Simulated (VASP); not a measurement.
A run of VASP 6.6.1 is set up as follows.

File INCAR:

```
  PREC = Accurate
  ENCUT = 500
  EDIFF = 1E-6
  ISMEAR = -1
  SIGMA = 0.3
  LREAL = F
  LASPH = T
  NELM = 120
  ALGO = Normal
  ISIF = 2
  LWAVE = F
  LCHARG = F
  GGA = PE
  IVDW = 12
  NBANDS = 13
  GGA_COMPAT = F
```

KPOINTS

```
regular mesh
0
Gamma
  7 7 7
```

Contents of POSCAR:

```
Pb
1.0
   -1.9796600000      1.9796600000      1.9796600000
    1.9796600000     -1.9796600000      1.9796600000
    1.9796600000      1.9796600000     -1.9796600000
Pb
1
Direct
    0.0000000000      0.0000000000      0.0000000000
```

Potentials or basis: VASP PAW PBE potentials, release 64 (Pb_d).

Run with:

```bash
$ cat potpaw_PBE.64/Pb_d/POTCAR > POTCAR
$ mpirun -np 1 vasp_std > vasp.out
```

(1) Predict the dispersion energy per atom.

(2) Predict the band gap on the k mesh.

(3) Estimate the pressure.

Results:

(1) -0.400 eV.

(2) zero (band 7 reaches 14.46 eV, above the bottom of band 8 at 5.38 eV).

(3) -0.9 GPa.

Caveat: three body term missing; spin-orbit coupling is left out, which moves the levels of the heavy elements; pairwise dispersion overbinds metals, which lowers pressure and volume.
